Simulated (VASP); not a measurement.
Input of a VASP 6.6.1 run:

INCAR

```
SYSTEM = TiO2
PREC     = Accurate       ! precision mode
ENCUT    = 600            ! plane-wave cutoff, eV
EDIFF    = 1E-7           ! SCF threshold, eV
ISMEAR   = 0              ! smearing method
SIGMA    = 0.02           ! smearing width, eV
LREAL    = .False.        ! projectors in reciprocal space
LASPH    = .True.         ! aspherical terms in the spheres
NELM     = 150            ! most SCF steps
ALGO     = Normal         ! electronic algorithm
ISIF     = 4              ! what is computed and relaxed
LWAVE    = .False.        ! write WAVECAR
LCHARG   = .False.        ! write CHGCAR
LMAXMIX  = 4              ! l up to which the mixer works
LDAU     = .True.         ! DFT+U
LDAUTYPE = 2            
LDAUL    = 2 -1           ! shell
LDAUU    = 4 0            ! U, eV
LDAUJ    = 0 0          
LDAUPRINT= 1            
GGA      = PE             ! functional
IBRION   = 2              ! ionic algorithm
NSW      = 50             ! ionic steps
EDIFFG   = -0.01          ! ionic threshold
```

File KPOINTS:

```
regular mesh
0
Gamma
  6 6 6
  0 0 0
```

File POSCAR:

```
TiO2
1.0
    2.7263659834     -2.7264550664     -0.0199381549
    2.7263659834      2.7264550664     -0.0199381549
   -2.6886600192      0.0000000000      4.9560225841
Ti O
2 4
Direct
    0.1250672149      0.8749327851      0.2500000000
    0.8749327851      0.1250672149      0.7500000000
    0.3302404624      0.0804142840      0.6605770689
    0.6697595376      0.9195857160      0.3394229311
    0.9195857160      0.6697595376      0.8394229311
    0.0804142840      0.3302404624      0.1605770689
```

Potentials or basis: VASP PAW PBE potentials, release 64 (Ti_sv, O).

The run is started by

```console
$ cat potpaw_PBE.64/Ti_sv/POTCAR potpaw_PBE.64/O/POTCAR > POTCAR
$ mpirun -np 1 vasp_std > vasp.out
```

Problem. Estimate the band gap on the k mesh.

Solution. 2.60 eV (least direct gap 2.86 eV).

Step by step:
| step | energy change (eV) | largest force (eV/Å) | pressure (GPa) | volume (Å³) |
| --- | --- | --- | --- | --- |
| 1 | 0.0000 | 0.0128 | -2.01 | 73.39 |
| 2 | -0.0009 | 0.0433 | -1.95 | 73.39 |
| 3 | -0.0009 | 0.0474 | -1.94 | 73.39 |
| 4 | -0.0013 | 0.0328 | -2.03 | 73.39 |
| 5 | -0.0016 | 0.0015 | -2.23 | 73.39 |

A k mesh can miss the band edges.
